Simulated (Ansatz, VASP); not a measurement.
LiH3 in VASP and in Ansatz

```
Li H
1.0
     5.78668    0.00000    0.00000
    -2.89334    5.01141    0.00000
     0.00000    0.00000    2.55966
Li H
2 6
Direct
  0.33333 0.66667 0.98712
  0.66667 0.33333 0.48712
  0.48746 0.51184 0.48511
  0.02439 0.51254 0.48511
  0.48816 0.97561 0.48511
  0.51254 0.02439 0.98511
  0.51184 0.48746 0.98511
  0.97561 0.48816 0.98511
```

Alike in both runs: functional PBE; k mesh 6 × 6 × 4; occupations gaussian, width 0.1 eV; no spin polarisation.

Ansatz relaxed the structure, and its values are those at the end. VASP's run is a single point on that final structure, the one shown.

|  | VASP | Ansatz |
| --- | --- | --- |
| version | VASP 6.6.1 | Ansatz 0.2.0 |
| potentials or method | VASP PAW PBE potentials, release 64 (Li_sv, H), cutoff 520 eV | scalar-relativistic, plane waves, PAW |
| valence electrons in the cell | 12 | 12 |

Ansatz gave:

- gap on the k mesh at the Fermi level (eV): none
- rms of the force components (eV/Å): 0.004

Task: What did VASP give for the same quantities?

Result: gap on the k mesh at the Fermi level (eV): none; rms of the force components (eV/Å): 0.005.

A gap of «none» marks a metal or a gap that the smearing closes.

The k mesh is coarse, so the values compare programs but aren't converged. Noted on VASP's run: the cutoff is short for stress, so the pressure is rough.
